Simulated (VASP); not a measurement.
Runs of VASP 6.6.1 on CuO. The structure is that of space group P4_2/mmc (No. 131), or close to it. The cells are those of the table. 

```tsv
level	potentials or basis	cell	gap on the mesh (eV)	pressure (GPa)
LDA	VASP PAW LDA potentials, release 64 (Cu, O)	a = 2.854, b = 2.854, c = 5.042 Å, angles 90.0, 90.0, 89.7°, 4 atoms	none	1.1
revPBE	VASP PAW PBE potentials, release 64 (Cu, O)	a = 2.980, b = 2.980, c = 5.180 Å, angles 90.0, 90.0, 89.9°, 4 atoms	none	(b)
r2SCAN	VASP PAW PBE potentials, release 64 (Cu, O)	a = 2.894, b = 2.894, c = 5.124 Å, angles 90.0, 90.0, 89.8°, 4 atoms	none	1.0
BLYP	VASP PAW PBE potentials, release 64 (Cu, O)	a = 2.994, b = 2.994, c = 5.196 Å, angles 90.0, 90.0, 89.9°, 4 atoms	none	0.7
PBEsol+D4	VASP PAW PBE potentials, release 64 (Cu, O)	a = 2.875, b = 2.875, c = 5.084 Å, angles 90.0, 90.0, 89.8°, 4 atoms	none	(a)
```

Alike in all rows: task single point; no spin polarisation; k mesh 10 × 10 × 5; cutoff (eV) 520; smearing fermi-dirac 0.05 eV.

Q: Estimate the missing entries.

A: (a) 0.8; (b) 0.6.

Caveats: semilocal functionals often make such compounds metallic where correlation or magnetic order opens a gap, which also shifts bond lengths; the PAW data sets were made with another functional, which shifts forces and pressure a little (at least some runs).

A gap of «none» marks levels without a gap at the run's occupations.
